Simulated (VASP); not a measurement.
# Hg in VASP: a series of runs

The runs below take Hg through single point, molecular dynamics, with PBEsol+D3(BJ).

Program: VASP 6.6.1. These are calculated values, not measurements. Logs are shortened: lines on timing, memory, paths and dates and some standing lists are left out, and cuts for length are marked.

### 1 The cell of the first run

The typed cell holds 8 atoms: a = 6.548 Å, b = 6.548 Å, c = 6.548 Å, α = 110.05°, β = 110.05°, γ = 108.32°.

### 2 Single point, PBEsol+D3(BJ)

The input, INCAR:

```
ALGO = Normal ; EDIFF = 1E-6
ENCUT = 400 ; GGA = PS
GGA_COMPAT = False ; ISIF = 2
ISMEAR = -1 ; IVDW = 12
LASPH = True ; LCHARG = True
LELF = True ; LREAL = False
LVHAR = True ; LWAVE = False
NBANDS = 58 ; NELM = 120
PREC = Accurate ; SIGMA = 0.1
```

The input, KPOINTS:

```
k-points
0
Gamma
  2 2 2
```

The input, POSCAR:

```
Hg
1.0
   -3.7534720000      3.7534720000      3.8336900000
    3.7534720000     -3.7534720000      3.8336900000
    3.7534720000      3.7534720000     -3.8336900000
Hg
8
Direct
    0.2501054457      0.2490181856     -0.0021532064
    0.2494865747      0.2503070151      0.5031188457
    0.2459485367      0.7492879781      0.0010069344
    0.2549604178      0.7537547341      0.5002953266
    0.7487372141      0.2497662613      0.0022100871
    0.7459504798      0.2461288480      0.4954760552
    0.7539690546      0.7526490767      0.0015253877
    0.7508421463      0.7490879038      0.4985207030
```

Potentials or basis: VASP PAW PBE potentials, release 64 (Hg).

On the command line:

```console
$ cat potpaw_PBE.64/Hg/POTCAR > POTCAR
$ mpirun -np 1 vasp_std > vasp.out
```

OUTCAR:

```text
EDIFF = 1E-6
   ENCUT = 400
   GGA = PS
   ISIF = 2
   ISMEAR = -1
   IVDW = 12
   LASPH = True
   LREAL = False
   NELM = 120
   PREC = Accurate
 IVDW          = 12

 ion  position               nearest neighbor table
   1  0.250  0.249  0.998-   2 3.24   5 3.25   8 3.27   3 3.27   8 3.28   3 3.28   5 3.29   2 3.31
                             6 3.74   4 3.74   4 3.76   6 3.77   7 3.82   7 3.85
   2  0.249  0.250  0.503-   1 3.24   4 3.26   7 3.26   6 3.27   6 3.28   7 3.29   4 3.29   1 3.31
                             5 3.75   3 3.75   3 3.76   5 3.76   8 3.82   8 3.85
   3  0.246  0.749  0.001-   7 3.23   4 3.24   6 3.26   1 3.27   1 3.28   6 3.29   4 3.31   7 3.32
                             8 3.74   2 3.75   2 3.76   8 3.76   5 3.83   5 3.84
   4  0.255  0.754  0.500-   3 3.24   5 3.26   2 3.26   8 3.26   8 3.29   2 3.29   5 3.29   3 3.31
                             1 3.74   7 3.75   7 3.76   1 3.76   6 3.79
   5  0.749  0.250  0.002-   6 3.24   1 3.25   4 3.26   7 3.26   7 3.28   4 3.29   1 3.29   6 3.30
                             8 3.73   2 3.75   2 3.76   8 3.78   3 3.83   3 3.84
   6  0.746  0.246  0.495-   5 3.24   3 3.26   8 3.27   2 3.27   8 3.28   2 3.28   3 3.29   5 3.30
                             7 3.74   1 3.74   1 3.77   7 3.77   4 3.79
   7  0.754  0.753  0.002-   3 3.23   2 3.26   5 3.26   8 3.27   8 3.28   5 3.28   2 3.29   3 3.32
                             6 3.74   4 3.75   4 3.76   6 3.77   1 3.82   1 3.85
   8  0.751  0.749  0.499-   4 3.26   7 3.27   1 3.27   6 3.27   6 3.28   1 3.28   7 3.28   4 3.29
                             5 3.73   3 3.74   3 3.76   5 3.78   2 3.82   2 3.85

  LATTYP: Found a body centered tetragonal cell.
 ALAT       =     7.5069440000
 C/A-ratio  =     1.0213716793

  Lattice vectors:

 A1 = (  -3.7534720000,   3.7534720000,   3.8336900000)
 A2 = (   3.7534720000,  -3.7534720000,   3.8336900000)
 A3 = (   3.7534720000,   3.7534720000,  -3.8336900000)

Analysis of symmetry for initial positions (statically):
=====================================================================
 Subroutine PRICEL returns:
 Original cell was already a primitive cell.

 Routine SETGRP: Setting up the symmetry group for a
 body centered tetragonal supercell.

 Subroutine GETGRP returns: Found  1 space group operations
 (whereof  1 operations were pure point group operations)
 out of a pool of 16 trial point group operations.

The static configuration has the point symmetry C_1 .

Analysis of symmetry for dynamics (positions and initial velocities):
=====================================================================
 Subroutine PRICEL returns:
 Original cell was already a primitive cell.

 Routine SETGRP: Setting up the symmetry group for a
 body centered tetragonal supercell.

 Subroutine GETGRP returns: Found  1 space group operations
 (whereof  1 operations were pure point group operations)
 out of a pool of 16 trial point group operations.

The dynamic configuration has the point symmetry C_1 .

 Subroutine INISYM returns: Found  1 space group operations
 (whereof  1 operations are pure point group operations),
 and found     1 'primitive' translations

----------------------------------------------------------------------------------------

                                     Primitive cell

  volume of cell :     216.0446

  direct lattice vectors                    reciprocal lattice vectors
    -3.753472000  3.753472000  3.833690000     0.000000000  0.133209999  0.130422648
     3.753472000 -3.753472000  3.833690000     0.133209999  0.000000000  0.130422648
     3.753472000  3.753472000 -3.833690000     0.133209999  0.133209999  0.000000000

  length of vectors
     6.547845686  6.547845686  6.547845686     0.186426851  0.186426851  0.188387387

  position of ions in fractional coordinates (direct lattice)
     0.250105446  0.249018186  0.997846794
     0.249486575  0.250307015  0.503118846
     0.245948537  0.749287978  0.001006934
     0.254960418  0.753754734  0.500295327
     0.748737214  0.249766261  0.002210087
[... 49 lines left out ...]
     AMIX_MAG =   1.60;   BMIX_MAG =  1.00
  volume/ion in A,a.u.               =      27.01       182.24
  Fermi-wavevector in a.u.,A,eV,Ry     =   1.249254  2.360748 21.233740  1.560636
  Thomas-Fermi vector in A             =   2.383303
   LORBIT       =      0    0 simple, 1 ext, 2 COOP (PROOUT), +10 PAW based schemes
   GGA     = PS    functional components
   LHFCALC =     F    Hartree Fock is set to
   AEXX    =    0.0000 exact exchange contribution
   IVDW    =    12    specifies the selected vdW correction
   LEPSILON=     F    determine dielectric tensor
   LRPA    =     F    only Hartree local field effects (RPA)
 non-spin polarized calculation
  energy-cutoff  :      400.00
  volume of cell :      216.04
 maximum number of plane-waves:      3949
 NGX is ok and might be reduce to    48
   NGX = 21   NGY = 21   NGZ = 21

 number of electron      95.9999998 magnetization

 Free energy of the ion-electron system (eV)
  ---------------------------------------------------
  ext. energy  EPLUGINS =         0.00000000
  ---------------------------------------------------
  free energy    TOTEN  =        -3.91106910 eV

  energy without entropy =       -3.67183048  energy(sigma->0) =       -3.79144979

 E-fermi :   0.8682     XC(G=0): -10.3391

 val. band max:        0.7763389058   @ k =   0.0000   0.5000   0.0000
 cond. band min:       0.8843237701   @ k =   0.5000   0.5000   0.0000
 fundamental gap:      0.1079848643
 Fermi energy:         0.8681717549

 k-point     1 :       0.0000    0.0000    0.0000
  band No.  band energies     occupation
      1      -6.5077      2.00000
      2      -5.7519      2.00000
      3      -5.7513      2.00000
      4      -5.7510      2.00000
      5      -5.7508      2.00000
      6      -5.7478      2.00000
[... 50 lines left out ...]
     57       5.4484      0.00000
     58      10.0623      0.00000

 k-point     2 :       0.5000    0.0000    0.0000
  band No.  band energies     occupation
      1      -5.6258      2.00000
      2      -5.6243      2.00000
      3      -5.5107      2.00000
      4      -5.5084      2.00000
      5      -5.5073      2.00000
      6      -5.5049      2.00000
[... 361 lines left out ...]
      2      -5.1178      2.00000
      3      -5.1086      2.00000
      4      -5.1052      2.00000
      5      -5.0919      2.00000
      6      -5.0895      2.00000
[... 50 lines left out ...]
     57       8.4270      0.00000
     58       8.4343      0.00000

------------------------ aborting loop because EDIFF is reached ----------------------------------------

 Edisp (eV)   -2.93069

 E8    (eV) :    -1.9836

  FORCE on cell =-STRESS in cart. coord.  units (eV):
  Direction    XX          YY          ZZ          XY          YZ          ZX
  --------------------------------------------------------------------------------------
  -------------------------------------------------------------------------------------
  Total      -8.73086    -8.72530    -6.46807    -0.00077    -0.00631     0.00217
  in kB     -64.74768   -64.70647   -47.96693    -0.00572    -0.04679     0.01609
  external pressure =      -59.14 kB  Pullay stress =        0.00 kB

 VOLUME and BASIS-vectors are now :
 -----------------------------------------------------------------------------
  energy-cutoff  :      400.00
  volume of cell :      216.04
      direct lattice vectors                 reciprocal lattice vectors
    -3.753472000  3.753472000  3.833690000     0.000000000  0.133209999  0.130422648
     3.753472000 -3.753472000  3.833690000     0.133209999  0.000000000  0.130422648
     3.753472000  3.753472000 -3.833690000     0.133209999  0.133209999  0.000000000

 POSITION                                       TOTAL-FORCE (eV/Angst)
 -----------------------------------------------------------------------------------
      3.74131      3.74947     -1.91195         0.018468     -0.001114     -0.016887
      1.89152      1.88536     -0.01275         0.006569     -0.009342      0.027295
      1.89305     -1.88549      3.81157        -0.028829     -0.005435      0.016891
      3.75006      0.00563      1.94912         0.000439      0.012611     -0.030803
     -1.86458      1.88117      3.81948        -0.007519      0.003894      0.026018
     -0.01631      3.73582      1.90382         0.015767      0.008373     -0.005405
      0.00077      0.01068      5.77006         0.003363     -0.013513     -0.021371
      1.86460      1.87777      3.83909        -0.008257      0.004526      0.004262
 -----------------------------------------------------------------------------------
    total drift:                               -0.000167     -0.000101      0.000014

  FREE ENERGIE OF THE ION-ELECTRON SYSTEM (eV)
  ---------------------------------------------------
  free  energy   TOTEN  =        -6.8417562693 eV

  energy  without entropy=       -6.6025176519  energy(sigma->0) =       -6.72213696
```

Wall time 49 s (1 thread of Intel Xeon Platinum 8488C (Sapphire Rapids), shared host); peak memory 0.32 GiB.

What came out:

| Quantity | Value |
| --- | --- |
| Free energy | -6.8418 eV |
| Pressure | -5.9 GPa |
| Largest force | 0.034 eV/Å |
| Band gap on the k mesh | zero (bands 48 and 49 overlap by 0.28 eV) |
| Dispersion energy per atom | -0.366 eV |

Forces on the atoms (eV/Å):
```
Hg   0.018 -0.001 -0.017
Hg   0.007 -0.009  0.027
Hg  -0.029 -0.005  0.017
Hg   0.000  0.013 -0.031
Hg  -0.008  0.004  0.026
Hg   0.016  0.008 -0.005
Hg   0.003 -0.014 -0.021
Hg  -0.008  0.005  0.004
```

Caveat: the k points lie up to 0.59 Å⁻¹ apart; three body term missing; the PAW data sets were made with another functional, which shifts forces and pressure a little; spin-orbit coupling is left out, which moves the levels of the heavy elements.

### 3 Single point, PBEsol+D3(BJ)

The input, INCAR:

```
SYSTEM = Hg
PREC = Accurate ; ENCUT = 400
EDIFF = 1E-6 ; ISMEAR = -1
SIGMA = 0.1 ; LREAL = .False.
LASPH = .True. ; NELM = 120
ALGO = Normal ; ISIF = 2
LWAVE = .False. ; LCHARG = .True.
GGA = PS ; IVDW = 12
LELF = .True. ; LVHAR = .True.
NBANDS = 58 ; GGA_COMPAT = .False.
```

The input, KPOINTS:

```
regular mesh
0
Gamma
  2 2 2
  0 0 0
```

The input, POSCAR:

```
Hg
1.0
   -3.7534720000      3.7534720000      3.8336900000
    3.7534720000     -3.7534720000      3.8336900000
    3.7534720000      3.7534720000     -3.8336900000
Hg
8
Direct
    0.2502082773      0.2480366879     -0.0043040151
    0.2489758577      0.2506192695      0.5062372918
    0.2418986216      0.7485740411      0.0020088068
    0.2599183993      0.7575050338      0.5005926513
    0.7474788737      0.2495353697      0.0044196413
    0.7419012455      0.2422591808      0.4909557071
    0.7579329808      0.7552954228      0.0030491769
    0.7516858744      0.7481752581      0.4970408731
```

Potentials or basis: VASP PAW PBE potentials, release 64 (Hg).

On the command line:

```console
$ cat potpaw_PBE.64/Hg/POTCAR > POTCAR
$ mpirun -np 1 vasp_std > vasp.out
```

Wall time 51 s (1 thread of Intel Xeon Platinum 8488C (Sapphire Rapids), shared host); peak memory 0.32 GiB.

The run converged. Its results:

```
Free energy                : -6.8365 eV
Pressure                   : -5.8 GPa
Largest force              : 0.065 eV/Å
Band gap on the k mesh     : zero (bands 48 and 49 overlap by 0.29 eV)
Dispersion energy per atom : -0.366 eV
```

Forces on the atoms (eV/Å):
```
Hg   0.036 -0.002 -0.033
Hg   0.013 -0.018  0.054
Hg  -0.056 -0.010  0.032
Hg   0.000  0.025 -0.060
Hg  -0.014  0.008  0.051
Hg   0.031  0.016 -0.010
Hg   0.006 -0.027 -0.042
Hg  -0.016  0.009  0.008
```

Stress tensor (GPa, compression positive):
```
-6.40  0.00  0.01
 0.00 -6.38 -0.02
 0.01 -0.02 -4.74
```

Levels at points of the mesh, in eV from the Fermi level:
| k point | band 44 | band 45 | band 46 | band 47 | band 48 | band 49 | band 50 | band 51 | band 52 | band 53 |
| --- | --- | --- | --- | --- | --- | --- | --- | --- | --- | --- |
| (0.00, 0.00, 0.00) | -0.92 | -0.91 | -0.82 | -0.80 | -0.25 | -0.24 | -0.23 | -0.20 | -0.17 | -0.16 |
| (0.50, 0.00, 0.00) | -2.17 | -2.12 | -2.07 | -0.12 | -0.11 | 1.73 | 1.74 | 3.15 | 3.19 | 3.22 |
| (0.00, 0.50, 0.00) | -2.15 | -2.14 | -2.13 | -0.14 | -0.08 | 1.69 | 1.79 | 3.19 | 3.20 | 3.21 |
| (0.00, 0.50, 0.50) | -2.19 | -2.10 | -2.08 | -0.13 | -0.09 | 1.71 | 1.77 | 3.16 | 3.17 | 3.24 |
| (0.50, 0.00, 0.50) | -2.18 | -2.12 | -2.09 | -0.11 | -0.11 | 1.74 | 1.74 | 3.15 | 3.18 | 3.23 |
| (0.50, 0.50, 0.00) | -2.28 | -2.18 | -2.13 | 0.00 | 0.05 | 1.83 | 1.90 | 3.22 | 3.26 | 3.33 |
| (0.00, 0.00, 0.50) | -2.28 | -2.19 | -2.13 | 0.01 | 0.04 | 1.84 | 1.89 | 3.22 | 3.27 | 3.33 |
| (0.50, 0.50, 0.50) | -3.81 | -3.79 | -3.74 | -0.32 | -0.32 | 3.76 | 3.77 | 3.96 | 3.99 | 4.09 |

Caveat: the k points lie up to 0.59 Å⁻¹ apart; three body term missing; the PAW data sets were made with another functional, which shifts forces and pressure a little; spin-orbit coupling is left out, which moves the levels of the heavy elements.

### 4 Single point, PBEsol+D3(BJ)

The input, INCAR:

```
SYSTEM = Hg
PREC = Accurate
ENCUT = 400
EDIFF = 1E-6
ISMEAR = -1
SIGMA = 0.1
LREAL = .False.
LASPH = .True.
NELM = 120
ALGO = Normal
ISIF = 2
LWAVE = .False.
LCHARG = .False.
GGA = PS
IVDW = 12
NBANDS = 58
GGA_COMPAT = .False.
```

KPOINTS is that of step 3.

The input, POSCAR:

```
Hg
1.0
   -3.7534720000      3.7534720000      3.8336900000
    3.7534720000     -3.7534720000      3.8336900000
    3.7534720000      3.7534720000     -3.8336900000
Hg
8
Direct
    0.2503058836      0.2470555597     -0.0064500281
    0.2484703046      0.2509412169      0.5093552050
    0.2378516729      0.7478565431      0.0030009548
    0.2648715029      0.7612465924      0.5008935727
    0.7462289055      0.2493095199      0.0066282631
    0.7378528412      0.2383926081      0.4864421528
    0.7618869141      0.7579365716      0.0045700354
    0.7525319751      0.7472613883      0.4955598443
```

On the command line:

```console
$ cat potpaw_PBE.64/Hg/POTCAR > POTCAR
$ mpirun -np 1 vasp_std > vasp.out
```

It took 44 s on 1 thread of Intel Xeon Platinum 8488C (Sapphire Rapids), shared host; peak memory 0.33 GiB.

The run converged. Its results:

- Free energy: -6.8281 eV
- Pressure: -5.7 GPa
- Largest force: 0.093 eV/Å
- Band gap on the k mesh: zero (bands 48 and 49 overlap by 0.29 eV)
- Dispersion energy per atom: -0.366 eV

Forces on the atoms (eV/Å):
```
Hg   0.050 -0.003 -0.047
Hg   0.021 -0.027  0.078
Hg  -0.080 -0.014  0.042
Hg  -0.003  0.036 -0.085
Hg  -0.018  0.011  0.074
Hg   0.045  0.023 -0.012
Hg   0.009 -0.040 -0.061
Hg  -0.024  0.014  0.011
```

Stress tensor (GPa, compression positive):
```
-6.28 -0.01  0.01
-0.01 -6.24 -0.04
 0.01 -0.04 -4.65
```

Levels at points of the mesh, in eV from the Fermi level:
```
           k point  band 45  band 46  band 47  band 48  band 49  band 50  band 51  band 52
(0.00, 0.00, 0.00)    -0.92    -0.85    -0.82    -0.26    -0.23    -0.21    -0.18    -0.16
(0.50, 0.00, 0.00)    -2.11    -2.04    -0.12    -0.11     1.72     1.74     3.11     3.18
(0.00, 0.50, 0.00)    -2.15    -2.13    -0.17    -0.06     1.65     1.80     3.18     3.19
(0.00, 0.50, 0.50)    -2.09    -2.06    -0.14    -0.08     1.69     1.77     3.13     3.15
(0.50, 0.00, 0.50)    -2.11    -2.06    -0.12    -0.11     1.73     1.73     3.12     3.17
(0.50, 0.50, 0.00)    -2.17    -2.09    -0.01     0.05     1.80     1.90     3.18     3.24
(0.00, 0.00, 0.50)    -2.17    -2.08    -0.01     0.04     1.81     1.89     3.17     3.25
(0.50, 0.50, 0.50)    -3.77    -3.71    -0.32    -0.32     3.68     3.69     3.95     3.99
```

Caveat: the k points lie up to 0.59 Å⁻¹ apart; three body term missing; the PAW data sets were made with another functional, which shifts forces and pressure a little; spin-orbit coupling is left out, which moves the levels of the heavy elements.

### 5 Molecular dynamics, PBEsol+D3(BJ)

The input, INCAR:

```
ALGO = Normal
ANDERSEN_PROB = 0.0
EDIFF = 1E-5
ENCUT = 350
GGA = PS
GGA_COMPAT = False
IBRION = 0
ISIF = 2
ISMEAR = -1
ISYM = 0
IVDW = 12
LASPH = True
LCHARG = False
LREAL = False
LWAVE = False
MAXMIX = 40
MDALGO = 1
NBANDS = 58
NELM = 120
NELMIN = 4
NSW = 15
POTIM = 1.0
PREC = Normal
RANDOM_SEED = 866 0 0
SIGMA = 0.1
TEBEG = 2000.0
TEEND = 2000.0
```

The input, KPOINTS:

```
k-points
0
Gamma
  2 2 2
```

The input, POSCAR:

```
Hg
1.0
   -3.7534720000      3.7534720000      3.8336900000
    3.7534720000     -3.7534720000      3.8336900000
    3.7534720000      3.7534720000     -3.8336900000
Hg
8
Direct
    0.2500000000      0.2500000000      0.0000000000
    0.2500000000      0.2500000000      0.5000000000
    0.2500000000      0.7500000000      0.0000000000
    0.2500000000      0.7500000000      0.5000000000
    0.7500000000      0.2500000000      0.0000000000
    0.7500000000      0.2500000000      0.5000000000
    0.7500000000      0.7500000000      0.0000000000
    0.7500000000      0.7500000000      0.5000000000
```

On the command line:

```console
$ cat potpaw_PBE.64/Hg/POTCAR > POTCAR
$ mpirun -np 1 vasp_std > vasp.out
```

Run time: 2.5 min. Hardware: 1 thread of Intel Xeon Platinum 8488C (Sapphire Rapids), shared host; peak memory 0.26 GiB.

It converged, with:

| Property | Result |
| --- | --- |
| Dispersion energy per atom | -0.366 eV |

The path:
```tsv
step	potential energy change (eV)	largest force (eV/Å)	pressure (GPa)	volume (Å³)	temperature (K)
1	0.0000	0.0000	-6.41	216.04	2000
2	0.0001	0.0048	-6.42	216.04	2000
3	0.0002	0.0101	-6.42	216.04	2000
4	0.0005	0.0149	-6.42	216.04	2000
5	0.0008	0.0199	-6.41	216.04	1999
6	0.0012	0.0252	-6.41	216.04	1999
7	0.0017	0.0304	-6.40	216.04	1998
8	0.0023	0.0357	-6.39	216.04	1998
9	0.0030	0.0412	-6.38	216.04	1997
10	0.0038	0.0467	-6.37	216.04	1996
11	0.0047	0.0523	-6.36	216.04	1995
12	0.0057	0.0577	-6.34	216.04	1994
13	0.0068	0.0631	-6.32	216.04	1993
14	0.0080	0.0685	-6.30	216.04	1991
15	0.0093	0.0739	-6.28	216.04	1990
```

Caveat: the k points lie up to 0.59 Å⁻¹ apart; three body term missing; the PAW data sets were made with another functional, which shifts forces and pressure a little; spin-orbit coupling is left out, which moves the levels of the heavy elements.

### 6 Overview

```csv
task,cell,cutoff (eV),gap on the mesh (eV),pressure (GPa),largest force (eV/Å)
single point,"as given, atomic positions A",400,none,-5.9,0.03
single point,"as given, atomic positions B",400,none,-5.8,0.07
single point,"as given, atomic positions C",400,none,-5.7,0.09
molecular dynamics,"as given, atomic positions D",350,-,-,-
```

Alike in all rows: level PBEsol+D3(BJ); potentials or basis VASP PAW PBE potentials, release 64 (Hg); no spin polarisation; k mesh 2 × 2 × 2; smearing fermi-dirac 0.1 eV.

Caveats: all runs use coarse meshes; three body term missing; the PAW data sets were made with another functional, which shifts forces and pressure a little; spin-orbit coupling is left out, which moves the levels of the heavy elements.

Absolute energies hang on the potentials; compare differences alone.
